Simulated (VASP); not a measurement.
A run of VASP 6.6.1:

INCAR

```
SYSTEM = Si4O7
  ALGO = Normal
  EDIFF = 1E-7
  ENCUT = 520
  GGA = PE
  ISIF = 2
  ISMEAR = -1
  ISYM = 0
  LASPH = .TRUE.
  LCHARG = .TRUE.
  LELF = .TRUE.
  LREAL = Auto
  LVHAR = .TRUE.
  LWAVE = .FALSE.
  NBANDS = 75
  NELM = 100
  PREC = Accurate
  SIGMA = 0.1379
```

KPOINTS

```
Automatic mesh
0
Gamma
  1 1 1
  0.25 0.25 0.25
```

File POSCAR:

```
Si4O7
1.0
    7.0842070000      0.0663610000      0.0972760000
    0.0663610000      6.9740900000     -0.0358550000
    0.0972760000     -0.0358550000      7.1323860000
Si O
8 14
Direct
    0.4787669051      0.1124162390      0.1385139776
    0.5707649337      0.1860122574      0.5547833137
    0.6726801375      0.6938487123      0.9347954966
    0.3571480952      0.3687622028      0.8008505191
    0.0430273857      0.6189436221      0.6000799300
    0.1392145900      0.8645429784      0.2479140851
    0.8237841243      0.0814953939      0.8187798014
    0.9350645603      0.5474568746      0.2209826734
    0.1494829193      0.7649469299      0.4662549211
    0.3353964599      0.1480625150      0.6457551169
    0.7398939795      0.6156807137      0.1422622535
    0.5468384945      0.2243319680      0.3242528042
    0.1388305017      0.5987802816      0.1286990624
    0.1639739240      0.4593771405      0.7237762006
    0.8870422619      0.7414653279      0.7588883042
    0.6330341844      0.9800497203     -0.0225983774
    0.3882429098      0.2707303920      0.9948488936
   -0.0573948047     -0.0711555034      0.1694418749
    0.5777216301      0.3786091164      0.7092243158
    0.3569140185      0.9383855441      0.2004297924
    0.9359241937      0.5123454400      0.4370401691
    0.7275342987      0.0404841161      0.6027269039
```

Potentials or basis: VASP PAW PBE potentials, release 64 (Si, O).

Command:

```console
$ cat potpaw_PBE.64/Si/POTCAR potpaw_PBE.64/O/POTCAR > POTCAR
$ mpirun -np 1 vasp_std > vasp.out
```

Hardware: 1 thread of Intel(R) Xeon(R) Platinum 8259CL CPU @ 2.50GHz (Skylake/Cascade Lake) (shared host).

Estimate the wall time of this run.

It took 2.1 min on 1 thread of Intel(R) Xeon(R) Platinum 8259CL CPU @ 2.50GHz (Skylake/Cascade Lake), with other jobs on the host, peak memory 0.37 GiB. Counts: scf iterations 17, k points 1.
